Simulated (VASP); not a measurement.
Wanted: the native input for a VASP 6.6.1 run.

```
Task                   : single point
Functional             : PBE
Potentials or basis    : VASP PAW PBE potentials, release 64 (Hf_pv, H)
Cutoff                 : 520 eV
k mesh                 : 8 × 8 × 8
Occupations            : gaussian, width 0.1 eV
Spin                   : no spin polarisation
Dipole correction      : no
Further INCAR settings : ALGO = Normal; EDIFF = 1e-06; NBANDS = 30
```

The structure of Hf3H8 lies in POSCAR:

```
Hf3H8
1.0
    4.6542751464      0.0000000000      0.0000000000
    0.0000000000      4.6542751464      0.0000000000
    0.0000000000      0.0000000000      4.6542751464
Hf H
3 8
Direct
    0.5000000000      0.0000000000      0.0000000000
    0.0000000000      0.5000000000      0.0000000000
    0.0000000000      0.0000000000      0.5000000000
    0.7452131249      0.7452131249      0.7452131249
    0.2547868751      0.2547868751      0.7452131249
    0.2547868751      0.7452131249      0.2547868751
    0.7452131249      0.2547868751      0.2547868751
    0.7452131249      0.7452131249      0.2547868751
    0.2547868751      0.2547868751      0.2547868751
    0.7452131249      0.2547868751      0.7452131249
    0.2547868751      0.7452131249      0.7452131249
```

The input as run:

INCAR

```
SYSTEM = Hf3H8
PREC = Accurate
ENCUT = 520
EDIFF = 1E-6
ISMEAR = 0
SIGMA = 0.1
LREAL = .FALSE.
LASPH = .TRUE.
NELM = 100
ALGO = Normal
ISIF = 2
LWAVE = .FALSE.
LCHARG = .FALSE.
GGA = PE
NBANDS = 30
```

KPOINTS

```
regular mesh
0
G
  8 8 8
  0 0 0
```

Potentials or basis: VASP PAW PBE potentials, release 64 (Hf_pv, H).

Run with:

```bash
$ cat potpaw_PBE.64/Hf_pv/POTCAR potpaw_PBE.64/H/POTCAR > POTCAR
$ mpirun -np 1 vasp_std > vasp.out
```

Results of the run:

The pressure is -0.7 GPa. The largest force is 0.013 eV/Å and the band gap on the k mesh is zero (band 19 reaches 3.65 eV, above the bottom of band 20 at 1.94 eV).

Caveat: spin-orbit coupling is left out, which moves the levels of the heavy elements.

Run time: 94 s on 1 thread of Intel(R) Xeon(R) Platinum 8259CL CPU @ 2.50GHz (Skylake/Cascade Lake), on a shared host, peak memory 0.25 GiB.
